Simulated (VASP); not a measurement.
Set up this calculation in VASP 6.6.1, as the native input.

- Task: single point
- Functional: PBE
- Potentials or basis: VASP PAW PBE potentials, release 64 (Ga_d, As)
- Cutoff: 520 eV
- k mesh: 6 × 6 × 6
- Occupations: gaussian, width 0.1 eV
- Spin: no spin polarisation
- Dipole correction: no
- Further INCAR settings: ALGO = Fast; EDIFF = 1e-06; NBANDS = 58

The structure of Ga7As lies in POSCAR:

```
Ga7As
1.0
    0.0000000000      4.2486592054      4.2486592054
    4.2486592054      0.0000000000      4.2486592054
    4.2486592054      4.2486592054      0.0000000000
Ga As
7 1
Direct
    0.5000000000      0.5000000000      0.5000000000
    0.0000000000      0.0000000000      0.5000000000
    0.5000000000      0.0000000000      0.5000000000
    0.0000000000      0.5000000000      0.5000000000
    0.5000000000      0.5000000000      0.0000000000
    0.0000000000      0.5000000000      0.0000000000
    0.5000000000      0.0000000000      0.0000000000
    0.0000000000      0.0000000000      0.0000000000
```

These files were run (other wordings do the same):

INCAR

```
SYSTEM = Ga7As
  PREC = Accurate
  ENCUT = 520
  EDIFF = 1E-6
  ISMEAR = 0
  SIGMA = 0.1
  LREAL = .False.
  LASPH = .True.
  NELM = 80
  ALGO = Fast
  ISIF = 2
  LWAVE = .False.
  LCHARG = .False.
  GGA = PE
  NBANDS = 58
```

KPOINTS

```
Automatic mesh
0
Gamma
  6 6 6
  0 0 0
```

Potentials or basis: VASP PAW PBE potentials, release 64 (Ga_d, As).

Run with:

```sh
$ cat potpaw_PBE.64/Ga_d/POTCAR potpaw_PBE.64/As/POTCAR > POTCAR
$ mpirun -np 1 vasp_std > vasp.out
```

It gave:

```json
{
  "Pressure": "0.0 GPa",
  "Band gap on the k mesh": "zero (band 48 reaches 6.36 eV, above the bottom of band 49 at 3.08 eV)"
}
```

Run time: 95 s on 1 thread of Intel(R) Xeon(R) 6975P-C (Granite Rapids), with other jobs on the host, peak memory 0.36 GiB.
